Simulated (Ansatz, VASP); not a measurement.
**Ti: VASP beside Ansatz**

```
Ti
1.0
     2.68917    0.00000    0.00000
    -1.34458    2.32889    0.00000
     0.00000    0.00000    2.69756
Ti
1
Direct
  0.00000 0.00000 0.00000
```

Alike in both runs: functional PBEsol; k mesh 24 × 24 × 22; occupations gaussian, width 0.1 eV; no spin polarisation.

Ansatz relaxed the structure, and its values are those at the end. VASP's run is a single point on that final structure, the one shown.

|  | VASP | Ansatz |
| --- | --- | --- |
| version | VASP 6.6.1 | Ansatz 0.2.0 |
| potentials or method | VASP PAW PBE potentials, release 64 (Ti_sv), cutoff 520 eV | scalar-relativistic, plane waves, PAW |
| valence electrons in the cell | 12 | 12 |

Ansatz gave:

```
gap on the k mesh at the Fermi level (eV) : none
pressure (GPa)                            : 0.0
```

Q: Which values does VASP return?

A: gap on the k mesh at the Fermi level (eV): none; pressure (GPa): -0.2.

VASP's potentials were made for PBE, not for PBEsol. A gap of «none» marks a metal or a gap that the smearing closes. The functional is the same, so the differences come from potentials, cutoffs and numerics.
